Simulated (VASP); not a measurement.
# CuO (rock salt type): single point with r2SCAN

The system is CuO (rock salt type).

```
Cu O
1.0
     0.00000    2.12889    2.12889
     2.12889    0.00000    2.12889
     2.12889    2.12889    0.00000
Cu O
1 1
Direct
  0.00000 0.00000 0.00000
  0.50000 0.50000 0.50000
```

* Program: VASP 6.6.1
* Task: single point
* Functional: r2SCAN
* Potentials or basis: VASP PAW PBE potentials, release 64 (Cu, O)
* Cutoff: 520 eV
* k mesh: 14 × 14 × 14
* Occupations: fermi-dirac, width 0.1 eV
* Spin: no spin polarisation

```
Pressure : -8.3 GPa
```

Levels at points of the mesh, in eV from the Fermi level:
```
           k point  band 7  band 8  band 9  band 10  band 11  band 12
(0.00, 0.00, 0.00)   -2.46   -2.18   -2.18     1.85    18.92    19.30
(0.50, 0.00, 0.00)   -1.54    0.72    0.72     6.32    10.24    14.46
(0.50, 0.50, 0.00)   -1.81   -1.81   -1.49     6.19    11.34    12.59
```

Wall time 110 s on 1 thread of AMD EPYC 9R45 96-Core Processor (Zen 5), on a shared host, peak memory 0.13 GiB.

Caveat: the PAW data sets were made with another functional, which shifts forces and pressure a little; an odd number of electrons without spin polarisation forces a metal; a magnetic or distorted state may lie lower; semilocal functionals often make such compounds metallic where correlation or magnetic order opens a gap, which also shifts bond lengths. With open d or f shells a metallic result of r2SCAN can be an artefact of self-interaction; +U or a hybrid may open a gap.
